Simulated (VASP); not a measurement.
Wanted: the native input for a VASP 6.6.1 run.

```
Task                   : single point
Functional             : PBEsol
Potentials or basis    : VASP PAW PBE potentials, release 64 (Ti_sv, O)
Cutoff                 : 520 eV
k mesh                 : 6 × 6 × 10
Occupations            : gaussian, width 0.05 eV
Spin                   : no spin polarisation
Dipole correction      : no
Further INCAR settings : ALGO = Normal; EDIFF = 1e-06; NBANDS = 33
```

The structure of TiO2 lies in POSCAR:

```
TiO2
1.0
    4.5912531431      0.0000000000      0.0000000000
    0.0000000000      4.5912531431      0.0000000000
    0.0000000000      0.0000000000      2.9390321706
Ti O
2 4
Direct
    0.0000000000      0.0000000000      0.0000000000
    0.5000000000      0.5000000000      0.5000000000
    0.3044354779      0.3044354779      0.0000000000
    0.8044354779      0.1955645221      0.5000000000
    0.1955645221      0.8044354779      0.5000000000
    0.6955645221      0.6955645221      0.0000000000
```

The input as run:

INCAR

```
PREC = Accurate
ENCUT = 520
EDIFF = 1E-6
ISMEAR = 0
SIGMA = 0.05
LREAL = F
LASPH = T
NELM = 60
ALGO = Normal
ISIF = 2
LWAVE = F
LCHARG = F
GGA = PS
NBANDS = 33
```

KPOINTS

```
regular mesh
0
Gamma
  6 6 10
```

Potentials or basis: VASP PAW PBE potentials, release 64 (Ti_sv, O).

The run is started by

```bash
$ cat potpaw_PBE.64/Ti_sv/POTCAR potpaw_PBE.64/O/POTCAR > POTCAR
$ mpirun -np 1 vasp_std > vasp.out
```

Results of the run:

* Pressure: 0.6 GPa
* Largest force: 0.024 eV/Å
* Band gap on the k mesh: 1.84 eV, direct

Caveat: the PAW data sets were made with another functional, which shifts forces and pressure a little.

Run time: 57 s on 1 thread of Intel(R) Xeon(R) Platinum 8488C (Sapphire Rapids) (shared host), peak memory 0.23 GiB.
